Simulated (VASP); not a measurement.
## TaF3: single point with PBE+U

The system is TaF3.

```
Ta F
1.0
     4.13650    0.00000    0.00000
     0.00000    4.13650    0.00000
     0.00000    0.00000    4.13650
Ta F
1 3
Direct
  0.00000 0.00000 0.00000
  0.50000 0.00000 0.00000
  0.00000 0.50000 0.00000
  0.00000 0.00000 0.50000
```

```json
{"Program": "VASP 6.6.1", "Task": "single point", "Functional": "PBE", "Potentials or basis": "VASP PAW PBE potentials, release 64 (Ta_pv, F)", "Cutoff": "520 eV", "k mesh": "5 × 5 × 5", "Occupations": "fermi-dirac, width 0.1 eV", "Spin": "no spin polarisation", "Hubbard terms": "Ta d U = 2.0 eV"}
```

```
Pressure               : 0.9 GPa
Band gap on the k mesh : zero (band 16 reaches 4.37 eV, above the bottom of band 17 at 2.44 eV)
```

Levels at points of the mesh, in eV from the Fermi level:
```tsv
k point	band 12	band 13	band 14	band 15	band 16	band 17	band 18	band 19	band 20	band 21
(0.00, 0.00, 0.00)	-8.14	-8.07	-8.07	-8.07	-0.86	-0.86	-0.86	-0.23	2.07	2.07
```

Eigenvalues of the final occupation matrices:
```
    site  spin  trace               eigenvalues
site 1 d     1   1.17  0.14 0.14 0.30 0.30 0.30
site 1 d     2   1.17  0.14 0.14 0.30 0.30 0.30
```

Run time: 19 s on 1 thread of AMD EPYC 9R45 (Zen 5) (shared host), peak memory 0.14 GiB.

Caveat: spin-orbit coupling is left out, which moves the levels of the heavy elements; U without spin polarisation on a metal has little footing.
